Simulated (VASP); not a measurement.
## SnSe (wurtzite type): relaxation of shape and atoms at fixed volume with PBE

Crystal: SnSe (wurtzite type).

```
CELL_PARAMETERS angstrom
4.58274 0.00000 0.00000
-2.29137 3.96877 0.00000
0.00000 0.00000 5.50833
ATOMIC_POSITIONS crystal
Sn 0.33333 0.66667 0.95415
Sn 0.66667 0.33333 0.45415
Se 0.33333 0.66667 0.42185
Se 0.66667 0.33333 0.92185
```

```
Program                : VASP 6.6.1
Task                   : relaxation of shape and atoms at fixed volume
Functional             : PBE
Potentials or basis    : VASP PAW PBE potentials, release 64 (Sn_d, Se)
Cutoff                 : 600 eV
k mesh                 : 9 × 9 × 5
Occupations            : fermi-dirac, width 0.08 eV
Spin                   : no spin polarisation
Dipole correction      : no
Further INCAR settings : ALGO = Normal; EDIFF = 1e-07; IBRION = 2; EDIFFG = -0.005; NSW = 50; ISIF = 4
```

```json
{
  "Energy gained by relaxing": "31.5 meV/atom",
  "Ionic steps": "8",
  "Pressure after relaxing": "22.4 GPa",
  "Band gap on the k mesh": "zero (bands 20 and 21 overlap by 0.05 eV)"
}
```

The path:
```csv
step,energy change (eV),largest force (eV/Å),pressure (GPa),volume (Å³)
1,0.0000,0.8006,23.23,100.18
2,-0.0737,0.3043,22.67,100.18
3,-0.0741,0.2771,22.65,100.18
4,-0.1242,0.0767,22.44,100.18
5,-0.1245,0.0564,22.43,100.18
6,-0.1260,0.0028,22.42,100.18
7,-0.1260,0.0033,22.42,100.18
8,-0.1260,0.0016,22.42,100.18
```

Final structure:
```
CELL_PARAMETERS angstrom
4.58276 0.00000 0.00000
-2.29138 3.96879 0.00000
0.00000 0.00000 5.50828
ATOMIC_POSITIONS crystal
Sn 0.33333 0.66667 0.93804
Sn 0.66667 0.33333 0.43804
Se 0.33333 0.66667 0.43796
Se 0.66667 0.33333 0.93796
```

Levels at points of the mesh, in eV from the Fermi level:
```
           k point  band 16  band 17  band 18  band 19  band 20  band 21  band 22  band 23  band 24
(0.00, 0.00, 0.00)    -5.41    -4.38    -3.56    -3.56    -3.46     0.29     0.29     2.60     2.60
```

It took 5.3 min on 1 thread of AMD EPYC 9R45 96-Core Processor (Zen 5), on a shared host, peak memory 0.29 GiB.

Caveat: semilocal functionals underestimate gaps, and a narrow one can read as zero; spin-orbit coupling is left out, which moves the levels of the heavy elements.
